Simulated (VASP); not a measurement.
Crystal: S.

```
S
1.0
    -1.61981    1.61981    1.61981
     1.61981   -1.61981    1.61981
     1.61981    1.61981   -1.61981
S
1
Cartesian
  0.0000 0.0000 0.0000
```

| Item | Value |
| --- | --- |
| Program | VASP 6.6.1 |
| Task | relaxation of cell and atoms |
| Functional | PBE |
| Potentials or basis | VASP PAW PBE potentials, release 64 (S) |
| Cutoff | 600 eV |
| k mesh | 16 × 16 × 16 |
| Occupations | fermi-dirac, width 0.1 eV |
| Spin | no spin polarisation |

At the start: pressure -5.3 GPa; volume 17.00 Å³/atom.

How do energy, volume and symmetry change on relaxing?

Over 3 steps the energy falls by 22.1 meV/atom and the volume is 15.75 Å³/atom (-7.4 %); space group Im-3m (No. 229, to 0.05 Å).

The path:
```csv
step,energy change (eV),largest force (eV/Å),pressure (GPa),volume (Å³)
1,0.0000,0.0000,-5.29,17.00
2,-0.0219,0.0000,0.50,15.66
3,-0.0221,0.0000,0.01,15.75
```

Final structure:
```cif
data_structure
_symmetry_space_group_name_H-M 'P 1'
_symmetry_Int_Tables_number 1
_cell_length_a 2.7350
_cell_length_b 2.7350
_cell_length_c 2.7350
_cell_angle_alpha 109.471
_cell_angle_beta 109.471
_cell_angle_gamma 109.471
_cell_volume 15.75
loop_
_atom_site_label
_atom_site_type_symbol
_atom_site_fract_x
_atom_site_fract_y
_atom_site_fract_z
_atom_site_occupancy
S1 S 0.00000 0.00000 0.00000 1
```
